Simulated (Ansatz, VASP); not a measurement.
## Two plane-wave programs on H

The input INCAR:

```
SYSTEM = H
PREC = Accurate
ENCUT = 520
EDIFF = 1E-6
ISMEAR = 0
SIGMA = 0.05
LREAL = .FALSE.
LASPH = .TRUE.
NELM = 80
ALGO = Normal
ISIF = 2
LWAVE = .FALSE.
LCHARG = .TRUE.
GGA = PE
LELF = .TRUE.
LVHAR = .TRUE.
NBANDS = 8
```

The input KPOINTS:

```
Automatic mesh
0
G
  8 8 8
  0 0 0
```

POSCAR

```
H
1.0
   -1.8502304687      1.8502304687      2.2855640979
    1.8502304687     -1.8502304687      2.2855640979
    1.8595048069      1.8595048069     -2.2855640979
H
2
Direct
    0.9178910720      0.9178910720      0.0000000000
    0.0821089280      0.0821089280      0.0000000000
```

Input for Ansatz:

```yaml
crystal:
  lattice:
    - [-1.8502304687, 1.8502304687, 2.2855640979]
    - [1.8502304687, -1.8502304687, 2.2855640979]
    - [1.8595048069, 1.8595048069, -2.2855640979]
  atoms:
    - { symbol: H, position: [0.917891072, 0.917891072, 0.0] }
    - { symbol: H, position: [0.082108928, 0.082108928, 0.0] }
basis:
  ecutwfc: 420
kpoints:
  mp_grid: { grid: [8, 8, 8] }
hamiltonian:
  xc: pbe
scf:
  occupations: { method: gaussian, width: 0.05 }
output:
  forces: true
  stress: true
  eigenvalues: true
```

Change from the starting cell: strain +0.0050 x Voigt [0, 0, 0, 0, 0, 1], atoms carried along.

Alike in both runs: task single point; functional PBE; k mesh 8 × 8 × 8; occupations gaussian, width 0.05 eV; no spin polarisation.

|  | VASP | Ansatz |
| --- | --- | --- |
| version | VASP 6.6.1 | Ansatz 0.2.0 |
| potentials or method | VASP PAW PBE potentials, release 64 (H), cutoff 520 eV | scalar-relativistic, plane waves, PAW |
| valence electrons in the cell | 2 | 2 |

|  | VASP | Ansatz | Ansatz less VASP |
| --- | --- | --- | --- |
| gap on the k mesh at the Fermi level (eV) | 9.28 | 9.27 | -0.001 |
| least direct gap on the mesh (eV) | 9.75 | 9.75 | -0.001 |
| pressure (GPa) | -0.1 | 0.0 | +0.16 |
| rms of the force components (eV/Å) | 0.005 | 0.001 | -0.0038 |

Atom by atom the forces differ by 0.007 eV/Å (rms over components). With one functional, cell and mesh, what is left measures potentials, basis and numerics.
